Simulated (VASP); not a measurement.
Here is a VASP 6.6.1 calculation.

The input INCAR:

```
SYSTEM = SiC
PREC     = Accurate       ! precision mode
ENCUT    = 520            ! plane-wave cutoff, eV
EDIFF    = 1E-6           ! SCF threshold, eV
ISMEAR   = -1             ! smearing method
SIGMA    = 0.05           ! smearing width, eV
LREAL    = Auto         
LASPH    = .True.         ! aspherical terms in the spheres
NELM     = 100            ! most SCF steps
ALGO     = Normal         ! electronic algorithm
ISIF     = 2              ! what is computed and relaxed
LWAVE    = .False.        ! write WAVECAR
LCHARG   = .True.         ! write CHGCAR
GGA      = PE             ! functional
LELF     = .True.         ! ELF
LVHAR    = .True.       
NBANDS   = 46             ! bands
ISYM     = 0
```

The input KPOINTS:

```
Automatic mesh
0
Gamma
  1 1 1
  0.25 0.25 0.25
```

The input POSCAR:

```
SiC
1.0
    5.8188710000      0.1233160000     -0.1634130000
    0.1233160000      5.8466490000     -0.1286390000
   -0.1634130000     -0.1286390000      5.4181290000
Si C
8 8
Direct
    0.4075963357      0.1667884678      0.7146260345
    0.8937539094      0.9622170743      0.6796978532
    0.5541602100      0.4461427000      0.1113394187
    1.0576812004      0.7124824650      0.1637443276
    0.6535130759      0.4531519551      0.5335632553
    0.1637611362      0.2579505164      0.1357869469
    0.3880327569      0.9118865237      0.3193672147
    0.4097806816      0.6886215223      0.7467397093
    0.0661552105      0.2333305536      0.7674176880
    0.9732588796      0.4662514534      0.6477583450
    0.6470664877      0.9159625151      0.1395375743
    0.0825903041      0.6853531636      0.7700937861
    0.8077124566      0.2799562515      0.2582638782
   -0.0130879755      0.4568287514      0.3423721082
    0.6040938475      0.9375326266      0.8640741200
    0.8365799469      0.0260866048      0.2962780682
```

Potentials or basis: VASP PAW PBE potentials, release 64 (Si, C).

Command:

```bash
$ cat potpaw_PBE.64/Si/POTCAR potpaw_PBE.64/C/POTCAR > POTCAR
$ mpirun -np 1 vasp_std > vasp.out
```

Problem. Estimate the largest force.

Solution. 2.007 eV/Å.

Problem. Predict the band gap on the k mesh.

Solution. 1.48 eV.

Problem. Estimate the pressure.

Solution. -6.7 GPa.

Forces on the atoms (eV/Å):
```
Si  -0.507  0.588 -0.984
Si  -0.258  0.419 -0.954
Si  -1.251  0.200 -1.250
Si  -0.033  0.695 -0.256
Si  -0.984 -0.842  0.894
Si   1.697 -0.974 -0.447
Si  -0.917  0.304 -0.488
Si   0.616  0.655  0.414
C    0.409  0.147  0.569
C    1.403 -0.431 -0.017
C   -0.539 -0.349 -0.485
C   -0.767  0.099  1.033
C   -0.712  0.029 -0.845
C    1.024 -0.212  0.805
C    0.822  0.362  1.398
C   -0.001 -0.690  0.613
```

Caveat: the k points lie up to 1.16 Å⁻¹ apart.
